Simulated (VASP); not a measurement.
# Co (P-1) in VASP: single point with PBEsol

Aim: the single point of Co with PBEsol.

Program: VASP 6.6.1. These are calculated values, not measurements. Logs are shortened: lines on timing, memory, paths and dates and some standing lists are left out, and cuts for length are marked.

## 1. The cell of the first run

The typed cell holds 2 atoms: a = 2.456 Å, b = 2.456 Å, c = 3.969 Å, α = 90.00°, β = 90.00°, γ = 120.00°.

## 2. Single point, PBEsol, collinear spin, ferromagnetic start (atoms moved at random)

INCAR

```
PREC = Accurate
ENCUT = 520
EDIFF = 1E-6
ISMEAR = 0
SIGMA = 0.15
LREAL = F
LASPH = T
NELM = 150
ALGO = Fast
ISIF = 2
LWAVE = F
LCHARG = F
ISPIN = 2
MAGMOM = 1.8 1.8
LORBIT = 11
LMAXMIX = 4
GGA = PS
NBANDS = 20
KPAR = 4
```

KPOINTS

```
regular mesh
0
Gamma
  18 18 8
```

POSCAR

```
Co
1.0
    2.4564188806      0.0000000000      0.0000000000
   -1.2282094403      2.1273211530      0.0000000000
    0.0000000000      0.0000000000      3.9694710771
Co
2
Direct
    0.5835116137      0.1136405786      0.3262473100
    0.4164883863      0.8863594214      0.6737526900
```

Potentials or basis: VASP PAW PBE potentials, release 64 (Co).

The run is started by

```bash
$ cat potpaw_PBE.64/Co/POTCAR > POTCAR
$ mpirun -np 4 vasp_std > vasp.out
```

OUTCAR:

```text
PREC = Accurate
   ENCUT = 520
   EDIFF = 1E-6
   ISMEAR = 0
   LREAL = F
   LASPH = T
   NELM = 150
   ISIF = 2
   ISPIN = 2
   LORBIT = 11
   GGA = PS

 ion  position               nearest neighbor table
   1  0.584  0.114  0.326-   2 1.47   2 2.41   2 2.54   2 2.64   2 2.75   2 2.97
   2  0.416  0.886  0.674-   1 1.47   1 2.41   1 2.54   1 2.64   1 2.75   1 2.97

 -----------------------------------------------------------------------------
|                                                                             |
|           W    W    AA    RRRRR   N    N  II  N    N   GGGG   !!!           |
|           W    W   A  A   R    R  NN   N  II  NN   N  G    G  !!!           |
|           W    W  A    A  R    R  N N  N  II  N N  N  G       !!!           |
|           W WW W  AAAAAA  RRRRR   N  N N  II  N  N N  G  GGG   !            |
|           WW  WW  A    A  R   R   N   NN  II  N   NN  G    G                |
|           W    W  A    A  R    R  N    N  II  N    N   GGGG   !!!           |
|                                                                             |
|     The distance between some ions is very small. Please check the          |
|     nearest-neighbor list in the OUTCAR file.                               |
|     I HOPE YOU KNOW WHAT YOU ARE DOING!                                     |
|                                                                             |
 -----------------------------------------------------------------------------

  LATTYP: Found a hexagonal cell.
 ALAT       =     2.4564188806
 C/A-ratio  =     1.6159585437

  Lattice vectors:

 A1 = (   2.4564188806,   0.0000000000,   0.0000000000)
 A2 = (  -1.2282094403,   2.1273211530,   0.0000000000)
 A3 = (   0.0000000000,   0.0000000000,   3.9694710771)

Analysis of symmetry for initial positions (statically):
=====================================================================
 Subroutine PRICEL returns:
 Original cell was already a primitive cell.

 Routine SETGRP: Setting up the symmetry group for a
 hexagonal supercell.

 Subroutine GETGRP returns: Found  2 space group operations
 (whereof  2 operations were pure point group operations)
 out of a pool of 24 trial point group operations.

The static configuration has the point symmetry S_2 .

Analysis of symmetry for dynamics (positions and initial velocities):
=====================================================================
 Subroutine PRICEL returns:
 Original cell was already a primitive cell.

 Routine SETGRP: Setting up the symmetry group for a
 hexagonal supercell.

 Subroutine GETGRP returns: Found  2 space group operations
 (whereof  2 operations were pure point group operations)
[... 143 lines left out ...]
   AEXX    =    0.0000 exact exchange contribution
   IVDW    =     0    specifies the selected vdW correction
   LEPSILON=     F    determine dielectric tensor
   LRPA    =     F    only Hartree local field effects (RPA)
 spin polarized calculation
 RMM-DIIS sequential band-by-band and
 Gauss-broadening in eV      SIGMA  =   0.15
  energy-cutoff  :      520.00
  volume of cell :       20.74
 maximum number of plane-waves:       576
   NGX =  9   NGY =  9   NGZ = 15

 number of electron      18.0000000 magnetization       1.7026257

 Free energy of the ion-electron system (eV)
  ---------------------------------------------------
  ext. energy  EPLUGINS =         0.00000000
  ---------------------------------------------------
  free energy    TOTEN  =        -8.62205123 eV

  energy without entropy =       -8.57605845  energy(sigma->0) =       -8.59905484

 E-fermi :  11.1444     XC(G=0): -13.5197

 val. band max:       11.1442012370   @ k =  -0.2778   0.4444  -0.3750
 cond. band min:      11.1445485310   @ k =  -0.3333  -0.4444  -0.3750
 fundamental gap:      0.0003472940
 Fermi energy:        11.1443991386

 spin component 1

 k-point     1 :       0.0000    0.0000    0.0000
  band No.  band energies     occupation
      1       1.6014      1.00000
      2       4.2286      1.00000
      3       4.6259      1.00000
      4       5.5500      1.00000
      5       7.2654      1.00000
      6       7.7190      1.00000
[... 541 lines left out ...]
     19      36.6289      0.00000
     20      38.8908      0.00000

 [... further k-points ...]

 spin component 2

 k-point     1 :       0.0000    0.0000    0.0000
  band No.  band energies     occupation
      1       1.7582      1.00000
      2       4.9151      1.00000
      3       5.3121      1.00000
      4       6.3656      1.00000
      5       8.0415      1.00000
      6       8.5163      1.00000
[... 66 lines left out ...]
      4       6.3296      1.00000
      5       7.9859      1.00000
      6       8.5468      1.00000
[... 9 lines left out ...]
     16      35.8136      0.00000
     17      38.5122      0.00000

------------------------ aborting loop because EDIFF is reached ----------------------------------------

  FORCE on cell =-STRESS in cart. coord.  units (eV):
  Direction    XX          YY          ZZ          XY          YZ          ZX
  --------------------------------------------------------------------------------------
  -------------------------------------------------------------------------------------
  Total        1.8462205      6.8139432     27.7955770      1.3871000     -7.6527179     -2.0504691
  in kB      142.6021334    526.3091998   2146.9313039    107.1396539   -591.0961877   -158.3783060
  external PRESSURE =     938.6142124 kB  Pullay stress =       0.0000000 kB

 VOLUME and BASIS-vectors are now :
 -----------------------------------------------------------------------------
  energy-cutoff  :      520.00
  volume of cell :       20.74
      direct lattice vectors                 reciprocal lattice vectors
     2.456418881  0.000000000  0.000000000     0.407096692  0.235037385  0.000000000
    -1.228209440  2.127321153  0.000000000     0.000000000  0.470074769  0.000000000
     0.000000000  0.000000000  3.969471077     0.000000000  0.000000000  0.251922732

 POSITION                                       TOTAL-FORCE (eV/Angst)
 -----------------------------------------------------------------------------------
      1.29377      0.24175      1.29503         1.616096      6.092488    -21.693422
     -0.06557      1.88557      2.67444        -1.616096     -6.092488     21.693422
 -----------------------------------------------------------------------------------
    total drift:                                0.000000      0.000000      0.000000

  FREE ENERGIE OF THE ION-ELECTRON SYSTEM (eV)
  ---------------------------------------------------
  free  energy   TOTEN  =        -8.6220512328 eV

  energy  without entropy=       -8.5760584480  energy(sigma->0) =       -8.59905484

 total charge

# of ion       s       p       d       tot
------------------------------------------
    1        0.556   0.644   7.762   8.961
    2        0.556   0.644   7.762   8.961
--------------------------------------------------
tot          1.111   1.288  15.523  17.923

 magnetization (x)

# of ion       s       p       d       tot
------------------------------------------
    1       -0.003   0.008   0.816   0.821
    2       -0.003   0.008   0.816   0.821
--------------------------------------------------
tot         -0.005   0.015   1.631   1.641
```

stdout:

```text
POSCAR found type information on POSCAR Co
 POSCAR found :  1 types and       2 ions
 scaLAPACK will be used
 -----------------------------------------------------------------------------
|                                                                             |
|                                                                             |
|     You enforced a specific xc type in the INCAR file but a different       |
|     I HOPE YOU KNOW WHAT YOU ARE DOING!                                     |
[... 20 lines left out ...]
 FFT: planning ... GRIDC
 FFT: planning ... GRID_SOFT
 FFT: planning ... GRID
 WAVECAR not read
 entering main loop
WARNING in EDDRMM: call to ZHEGV failed, returncode =   8  4     18
WARNING in EDDRMM: call to ZHEGV failed, returncode =   6  3     18
WARNING in EDDRMM: call to ZHEGV failed, returncode =   6  3     19
WARNING in EDDRMM: call to ZHEGV failed, returncode =   6  3     18
```

Run time: 5.4 min. Hardware: 4 MPI ranks of Intel Xeon Platinum 8259CL at 2.50GHz (Skylake/Cascade Lake), shared host; peak memory 0.74 GiB.

Results:

```yaml
Free_energy: -8.6221 eV
Pressure: 93.9 GPa
Largest_force: 22.591 eV/Å
Net_moment: 1.70 μB per cell
Site_moments: Co +0.82 μB
Valence_electrons_inside_the_program's_atomic_spheres: Co 8.96
```

Forces in eV/Å, atoms in the order of the input:
```
Co    1.616   6.092 -21.693
Co   -1.616  -6.092  21.693
```

Caveat: the cell differs from its parent crystal (atoms moved at random); atoms lie so close that the PAW spheres overlap strongly, which falsifies energies and pressures; the stress differs along the axes, from 14 to 215 GPa; the PAW data sets were made with another functional, which shifts forces and pressure a little.
